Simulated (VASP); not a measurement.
A run of VASP 6.6.1 is set up as follows.

File INCAR:

```
SYSTEM = WS2
ALGO = Normal
DIPOL = 0.5 0.5 0.500
EDIFF = 1E-6
ENCUT = 520
GGA = PE
IDIPOL = 3
ISIF = 2
ISMEAR = 0
IVDW = 12
LASPH = .True.
LCHARG = .True.
LDIPOL = .True.
LELF = .True.
LREAL = .False.
LVACPOTAV = .True.
LVHAR = .True.
LWAVE = .False.
NBANDS = 20
NELM = 60
PREC = Accurate
SIGMA = 0.02
```

File KPOINTS:

```
k-points
0
Gamma
  12 12 1
  0 0 0
```

The input POSCAR:

```
WS2
1.0
    3.2230000000      0.0000000000      0.0000000000
   -1.6115000000      2.7911998764      0.0000000000
    0.0000000000      0.0000000000     32.2910878415
S W
2 1
Direct
    0.3333333333      0.6666666667      0.4512000864
    0.3333333333      0.6666666667      0.5488121587
    0.6666666667      0.3333333333      0.5000061202
```

Potentials or basis: VASP PAW PBE potentials, release 64 (S, W_sv).

Command:

```bash
$ cat potpaw_PBE.64/S/POTCAR potpaw_PBE.64/W_sv/POTCAR > POTCAR
$ mpirun -np 1 vasp_std > vasp.out
```

(1) Estimate the ionisation potential of the upper face.

(2) Predict the largest force.

(3) Predict the dispersion energy per atom.

(4) Estimate the band gap on the k mesh.

Results:

(1) 5.69 eV.

(2) 0.417 eV/Å.

(3) -0.297 eV.

(4) 1.69 eV (least direct gap 1.71 eV).

Caveat: spin-orbit coupling is left out, which moves the levels of the heavy elements.
